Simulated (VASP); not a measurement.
# Al2Ru (Fddd) in VASP: further runs

Runs on Al2Ru. Level: PBEsol. Tasks: single point.

Program: VASP 6.6.1. These are calculated values, not measurements. Logs are shortened: lines on timing, memory, paths and dates and some standing lists are left out, and cuts for length are marked.

### Step 1. The cell of the first run

The structure is orthorhombic, space group Fddd (No. 70). The conventional cell has a = 4.796 Å, b = 8.158 Å, c = 8.907 Å, α = 90.00°, β = 90.00°, γ = 90.00°. Within 3.4 Å of Al (site symmetry 2) lie 5 Ru at 2.61 to 2.78 Å and 9 Al at 2.64 to 3.25 Å. Ru (site symmetry 222) has 10 Al at 2.61 to 2.78 Å and 4 Ru at 3.25 Å within 3.4 Å.

### Step 2. Single point, PBEsol (volume scaled by 1.06, then relaxed in part)

Input file INCAR:

```
ALGO = Normal
EDIFF = 1E-6
ENCUT = 520
GGA = PS
ISIF = 2
ISMEAR = 0
LASPH = True
LCHARG = False
LREAL = False
LWAVE = False
NBANDS = 29
NELM = 100
PREC = Accurate
SIGMA = 0.01
```

Input file KPOINTS:

```
k-points
0
Gamma
  10 10 10
```

Input file POSCAR:

```
Al2Ru
1.0
    0.0000000000      4.0790377033      4.4537282513
    2.3982349528      0.0000000000      4.4537282513
    2.3982349528      4.0790377033      0.0000000000
Al Ru
4 2
Direct
    0.0778932557      0.4221067443      0.0778932557
    0.4221067443      0.0778932557      0.4221067443
    0.1721067443      0.8278932557      0.1721067443
    0.8278932557      0.1721067443      0.8278932557
    0.7500000000      0.7500000000      0.7500000000
    0.5000000000      0.5000000000      0.5000000000
```

Potentials or basis: VASP PAW PBE potentials, release 64 (Al, Ru_pv).

Launch:

```sh
$ cat potpaw_PBE.64/Al/POTCAR potpaw_PBE.64/Ru_pv/POTCAR > POTCAR
$ mpirun -np 1 vasp_std > vasp.out
```

OUTCAR:

```text
EDIFF = 1E-6
   ENCUT = 520
   GGA = PS
   ISIF = 2
   ISMEAR = 0
   LASPH = True
   LREAL = False
   NELM = 100
   PREC = Accurate

 ion  position               nearest neighbor table
   1  0.078  0.422  0.078-   6 2.61   6 2.61   3 2.64   3 2.64   5 2.67   2 2.71   2 2.71   5 2.78
                             5 2.78   2 2.81   4 3.25   4 3.25   4 3.25   4 3.25
   2  0.422  0.078  0.422-   6 2.61   6 2.61   4 2.64   4 2.64   5 2.67   1 2.71   1 2.71   5 2.78
                             5 2.78   1 2.81   3 3.25   3 3.25   3 3.25   3 3.25
   3  0.172  0.828  0.172-   5 2.61   5 2.61   1 2.64   1 2.64   6 2.67   4 2.71   4 2.71   6 2.78
                             6 2.78   4 2.81   2 3.25   2 3.25   2 3.25   2 3.25
   4  0.828  0.172  0.828-   5 2.61   5 2.61   2 2.64   2 2.64   6 2.67   3 2.71   3 2.71   6 2.78
                             6 2.78   3 2.81   1 3.25   1 3.25   1 3.25   1 3.25
   5  0.750  0.750  0.750-   4 2.61   3 2.61   4 2.61   3 2.61   1 2.67   2 2.67   2 2.78   2 2.78
                             1 2.78   1 2.78   6 3.25   6 3.25   6 3.25   6 3.25
   6  0.500  0.500  0.500-   1 2.61   2 2.61   1 2.61   2 2.61   3 2.67   4 2.67   3 2.78   3 2.78
                             4 2.78   4 2.78   5 3.25   5 3.25   5 3.25   5 3.25

  LATTYP: Found a face centered orthorhombic cell.
 ALAT       =     4.7964699056
 B/A-ratio  =     1.7008499099
 C/A-ratio  =     1.8570858731

  Lattice vectors:

 A1 = (   0.0000000000,   4.0790377033,   4.4537282513)
 A2 = (   2.3982349528,   0.0000000000,   4.4537282513)
 A3 = (   2.3982349528,   4.0790377033,   0.0000000000)

Analysis of symmetry for initial positions (statically):
=====================================================================
 Subroutine PRICEL returns:
 Original cell was already a primitive cell.

 Routine SETGRP: Setting up the symmetry group for a
 face centered orthorhombic supercell.

 Subroutine GETGRP returns: Found  8 space group operations
 (whereof  4 operations were pure point group operations)
 out of a pool of  8 trial point group operations.

The static configuration has the point symmetry D_2 .
 The point group associated with its full space group is D_2h.

Analysis of symmetry for dynamics (positions and initial velocities):
=====================================================================
 Subroutine PRICEL returns:
 Original cell was already a primitive cell.

 Routine SETGRP: Setting up the symmetry group for a
 face centered orthorhombic supercell.

 Subroutine GETGRP returns: Found  8 space group operations
 (whereof  4 operations were pure point group operations)
 out of a pool of  8 trial point group operations.

The dynamic configuration has the point symmetry D_2 .
 The point group associated with its full space group is D_2h.

 Subroutine INISYM returns: Found  8 space group operations
 (whereof  4 operations are pure point group operations),
 and found     1 'primitive' translations

----------------------------------------------------------------------------------------

                                     Primitive cell

  volume of cell :      87.1371

  direct lattice vectors                    reciprocal lattice vectors
     0.000000000  4.079037703  4.453728251    -0.208486662  0.122577930  0.112265493
     2.398234953  0.000000000  4.453728251     0.208486662 -0.122577930  0.112265493
     2.398234953  4.079037703  0.000000000     0.208486662  0.122577930 -0.112265493

  length of vectors
     6.039391022  5.058381779  4.731815664     0.266637541  0.266637541  0.266637541

  position of ions in fractional coordinates (direct lattice)
     0.077893256  0.422106744  0.077893256
     0.422106744  0.077893256  0.422106744
     0.172106744  0.827893256  0.172106744
     0.827893256  0.172106744  0.827893256
     0.750000000  0.750000000  0.750000000
     0.500000000  0.500000000  0.500000000

  ion indices of the primitive-cell ions
   primitive index   ion index
                 1           1
                 2           2
                 3           3
                 4           4
                 5           5
                 6           6

----------------------------------------------------------------------------------------

 KPOINTS: k-points

Automatic generation of k-mesh.
 Grid dimensions read from file:
 generate k-points for:   10   10   10

 Generating k-lattice:

  Cartesian coordinates                     Fractional coordinates (reciprocal lattice)
    -0.020848666  0.012257793  0.011226549     0.100000000 -0.000000000 -0.000000000
     0.020848666 -0.012257793  0.011226549     0.000000000  0.100000000  0.000000000
     0.020848666  0.012257793 -0.011226549     0.000000000  0.000000000  0.100000000

  Length of vectors
     0.026663754  0.026663754  0.026663754

  Shift w.r.t. Gamma in fractional coordinates (k-lattice)
     0.000000000  0.000000000  0.000000000

 Subroutine IBZKPT returns following result:
 ===========================================

 Found    171 irreducible k-points:

 Following reciprocal coordinates:
            Coordinates               Weight
  0.000000  0.000000  0.000000      1.000000
  0.100000  0.000000  0.000000      8.000000
  0.200000  0.000000  0.000000      8.000000
  0.300000  0.000000  0.000000      8.000000
  0.400000  0.000000  0.000000      8.000000
  0.500000  0.000000  0.000000      4.000000
[... 16 lines left out ...]
  0.300000  0.300000  0.000000      2.000000
  0.400000  0.300000 -0.000000      8.000000
 [... further k-points ...]
   k-points           NKPTS =    171   k-points in BZ     NKDIM =    171   number of bands    NBANDS=     29
   number of dos      NEDOS =    301   number of ions     NIONS =      6
   total plane-waves  NPLWV =  69120
   dimension x,y,z NGX =    48 NGY =   40 NGZ =   36
   dimension x,y,z NGXF=    96 NGYF=   80 NGZF=   72
   ions per type =               4   2
   NGX,Y,Z   is equivalent  to a cutoff of  13.21, 13.15, 12.65 a.u.
   NGXF,Y,Z  is equivalent  to a cutoff of  26.43, 26.29, 25.30 a.u.
 SYSTEM =  unknown system
   PREC   = accura    normal or accurate (medium, high low for compatibility)
   ISTART =      0    job   : 0-new  1-cont  2-samecut
   ICHARG =      2    charge: 1-file 2-atom 10-const
   ISPIN  =      1    spin polarized calculation?
   LNONCOLLINEAR =      F non collinear calculations
   LSORBIT =      F    spin-orbit coupling
   LASPH  =      T    aspherical Exc in radial PAW
   ENCUT  =  520.0 eV  38.22 Ry    6.18 a.u.  11.23  9.41  8.80*2*pi/ulx,y,z
   NELM   =    100;   NELMIN=  2; NELMDL= -5     # of ELM steps
   EDIFF  = 0.1E-05   stopping-criterion for ELM
   LREAL  =      F    real-space projection
   EDIFFG = 0.1E-04   stopping-criterion for IOM
   NSW    =      0    number of steps for IOM
   IBRION =     -1    ionic relax: 0-MD 1-quasi-New 2-CG
   NFREE  =      0    steps in history (QN), initial steepest desc. (CG)
   ISIF   =      2    stress and relaxation
   ISYM   =      2    0-nonsym 1-usesym 2-fastsym
   POTIM  = 0.5000    time-step for ionic-motion
   TEBEG  =    0.0;   TEEND  =   0.0 temperature during run
   PSTRESS=    0.0 pullay stress
   NELECT =      40.0000    total number of electrons
   NUPDOWN=      -1.0000    fix difference up-down
   EMIN   =  10.00;   EMAX   =-10.00  energy-range for DOS
   EFERMI =   0.00;   METHOD = LEGACY
   ISMEAR =     0;   SIGMA  =   0.01  broadening in eV -4-tet -1-fermi 0-gaus
   EFERMI_NEDOS =   21; number of points for ismear=-14 and -15
   IALGO  =     38    algorithm
   IMIX   =      4    mixing-type and parameters
     AMIX     =   0.40;   BMIX     =  1.00
     AMIX_MAG =   1.60;   BMIX_MAG =  1.00
  volume/ion in A,a.u.               =      14.52        98.01
  Fermi-wavevector in a.u.,A,eV,Ry     =   1.262875  2.386488 21.699304  1.594854
  Thomas-Fermi vector in A             =   2.396261
   LORBIT       =      0    0 simple, 1 ext, 2 COOP (PROOUT), +10 PAW based schemes
   GGA     = PS    functional components
   LHFCALC =     F    Hartree Fock is set to
   AEXX    =    0.0000 exact exchange contribution
   IVDW    =     0    specifies the selected vdW correction
   LEPSILON=     F    determine dielectric tensor
   LRPA    =     F    only Hartree local field effects (RPA)
 non-spin polarized calculation
 Gauss-broadening in eV      SIGMA  =   0.01
  energy-cutoff  :      520.00
  volume of cell :       87.14
 maximum number of plane-waves:      2366
 NGX is ok and might be reduce to    48
   NGX = 23   NGY = 19   NGZ = 17

 number of electron      40.0000001 magnetization

 Free energy of the ion-electron system (eV)
  ---------------------------------------------------
  ext. energy  EPLUGINS =         0.00000000
  ---------------------------------------------------
  free energy    TOTEN  =       -40.68601614 eV

  energy without entropy =      -40.68601614  energy(sigma->0) =      -40.68601614

 E-fermi :   9.8862     XC(G=0): -11.7486

 val. band max:        9.8568124631   @ k =   0.0000   0.0000   0.0000
 cond. band min:       9.9167656159   @ k =   0.0000   0.3000   0.3000
 fundamental gap:      0.0599531528
 Fermi energy:         9.8862403082

 k-point     1 :       0.0000    0.0000    0.0000
  band No.  band energies     occupation
      1     -32.7386      2.00000
      2     -32.6699      2.00000
      3     -32.6568      2.00000
      4     -32.6069      2.00000
      5     -32.6017      2.00000
      6     -32.5975      2.00000
[... 21 lines left out ...]
     28      13.4851      0.00000
     29      14.0577      0.00000

 k-point     2 :       0.1000    0.0000    0.0000
  band No.  band energies     occupation
      1     -32.7377      2.00000
      2     -32.6734      2.00000
      3     -32.6540      2.00000
      4     -32.6083      2.00000
      5     -32.6008      2.00000
      6     -32.5975      2.00000
[... 696 lines left out ...]
 k-point    24 :       0.4000    0.3000   -0.0000
  band No.  band energies     occupation
      1     -32.7208      2.00000
      2     -32.6907      2.00000
      3     -32.6475      2.00000
      4     -32.6293      2.00000
      5     -32.5936      2.00000
      6     -32.5916      2.00000
[... 21 lines left out ...]
     28      14.3388      0.00000
     29      15.5664      0.00000

 [... further k-points ...]

------------------------ aborting loop because EDIFF is reached ----------------------------------------

  FORCE on cell =-STRESS in cart. coord.  units (eV):
  Direction    XX          YY          ZZ          XY          YZ          ZX
  --------------------------------------------------------------------------------------
  -------------------------------------------------------------------------------------
  Total       -4.9477143     -4.9423749     -4.9072525      0.0000000      0.0000000      0.0000000
  in kB      -90.9729001    -90.8747250    -90.2289344      0.0000000      0.0000000      0.0000000
  external PRESSURE =     -90.6921865 kB  Pullay stress =       0.0000000 kB

 VOLUME and BASIS-vectors are now :
 -----------------------------------------------------------------------------
  energy-cutoff  :      520.00
  volume of cell :       87.14
      direct lattice vectors                 reciprocal lattice vectors
     0.000000000  4.079037703  4.453728251    -0.208486662  0.122577930  0.112265493
     2.398234953  0.000000000  4.453728251     0.208486662 -0.122577930  0.112265493
     2.398234953  4.079037703  0.000000000     0.208486662  0.122577930 -0.112265493

 POSITION                                       TOTAL-FORCE (eV/Angst)
 -----------------------------------------------------------------------------------
      1.19912      0.63546      2.22686         0.000000      0.000166      0.000000
      1.19912      3.44358      2.22686         0.000000     -0.000166      0.000000
      2.39823      1.40406      4.45373        -0.000000     -0.000166     -0.000000
      2.39823      6.75402      4.45373        -0.000000      0.000166     -0.000000
      3.59735      6.11856      6.68059         0.000000      0.000000      0.000000
      2.39823      4.07904      4.45373        -0.000000      0.000000     -0.000000
 -----------------------------------------------------------------------------------
    total drift:                               -0.000000     -0.000000     -0.000000

  FREE ENERGIE OF THE ION-ELECTRON SYSTEM (eV)
  ---------------------------------------------------
  free  energy   TOTEN  =       -40.6860161378 eV

  energy  without entropy=      -40.6860161358  energy(sigma->0) =      -40.68601614
```

Run time: 4.4 min. Hardware: 1 thread of Intel Xeon 6975P-C (Granite Rapids), shared host; peak memory 0.48 GiB.

Results:

* Free energy: -40.6860 eV
* Pressure: -9.1 GPa
* Band gap on the k mesh: 0.06 eV, indirect (least direct gap 1.14 eV)

Levels at points of the mesh, in eV from the valence-band top:
```
           k point  band 16  band 17  band 18  band 19  band 20  band 21  band 22  band 23  band 24  band 25
(0.00, 0.00, 0.00)    -2.77    -1.89    -1.26    -1.17     0.00     1.58     2.21     2.24     2.39     2.61
(0.50, 0.00, 0.00)    -2.35    -2.01    -1.99    -1.06    -0.84     0.30     0.70     1.63     3.15     4.10
(0.50, 0.50, 0.00)    -2.27    -1.46    -1.46    -1.33    -1.33     2.12     2.12     2.28     2.28     3.48
(0.50, 0.00, 0.50)    -2.62    -2.16    -2.16    -1.34    -1.34     1.64     1.64     2.26     2.26     2.99
(0.00, 0.50, 0.50)    -2.68    -2.33    -2.33    -1.18    -1.18     0.30     0.30     4.52     4.52     4.55
```

Caveat: the PAW data sets were made with another functional, which shifts forces and pressure a little.

### Step 3. Single point, PBEsol (volume scaled by 0.94, then relaxed in part)

Input file INCAR:

```
SYSTEM = Al2Ru
PREC = Accurate
ENCUT = 520
EDIFF = 1E-6
ISMEAR = 0
SIGMA = 0.01
LREAL = .FALSE.
LASPH = .TRUE.
NELM = 60
ALGO = Normal
ISIF = 2
LWAVE = .FALSE.
LCHARG = .FALSE.
GGA = PS
NBANDS = 29
```

Input file KPOINTS:

```
Automatic mesh
0
G
  10 10 10
  0 0 0
```

Input file POSCAR:

```
Al2Ru
1.0
    0.0000000000      3.8946216163      4.3079757293
    2.3028021855      0.0000000000      4.3079757293
    2.3028021855      3.8946216163      0.0000000000
Al Ru
4 2
Direct
    0.0797821029      0.4202178971      0.0797821029
    0.4202178971      0.0797821029      0.4202178971
    0.1702178971      0.8297821029      0.1702178971
    0.8297821029      0.1702178971      0.8297821029
    0.7500000000      0.7500000000      0.7500000000
    0.5000000000      0.5000000000      0.5000000000
```

Potentials or basis: VASP PAW PBE potentials, release 64 (Al, Ru_pv).

Launch:

```sh
$ cat potpaw_PBE.64/Al/POTCAR potpaw_PBE.64/Ru_pv/POTCAR > POTCAR
$ mpirun -np 1 vasp_std > vasp.out
```

It took 2.4 min on 1 thread of Intel Xeon 6975P-C (Granite Rapids), shared host; peak memory 0.46 GiB.

It converged, with:

```
Free energy            : -40.6416 eV
Pressure               : 12.8 GPa
Band gap on the k mesh : 0.11 eV, indirect (least direct gap 1.34 eV)
```

Levels at points of the mesh, in eV from the valence-band top:
```
           k point  band 16  band 17  band 18  band 19  band 20  band 21  band 22  band 23  band 24  band 25
(0.00, 0.00, 0.00)    -3.16    -2.16    -1.35    -1.19     0.00     1.80     2.36     2.50     2.82     2.95
(0.50, 0.00, 0.00)    -2.76    -2.40    -2.25    -1.23    -0.95     0.38     0.75     2.07     3.40     4.35
(0.50, 0.50, 0.00)    -2.44    -1.74    -1.74    -1.39    -1.39     2.40     2.40     2.70     2.70     3.74
(0.50, 0.00, 0.50)    -3.00    -2.44    -2.44    -1.58    -1.58     1.89     1.89     2.61     2.61     3.50
(0.00, 0.50, 0.50)    -3.08    -2.73    -2.73    -1.37    -1.37     0.39     0.39     4.77     4.77     5.17
```

Caveat: the PAW data sets were made with another functional, which shifts forces and pressure a little. A k mesh can miss the band edges.

(Part 1 of 2 ends here.)
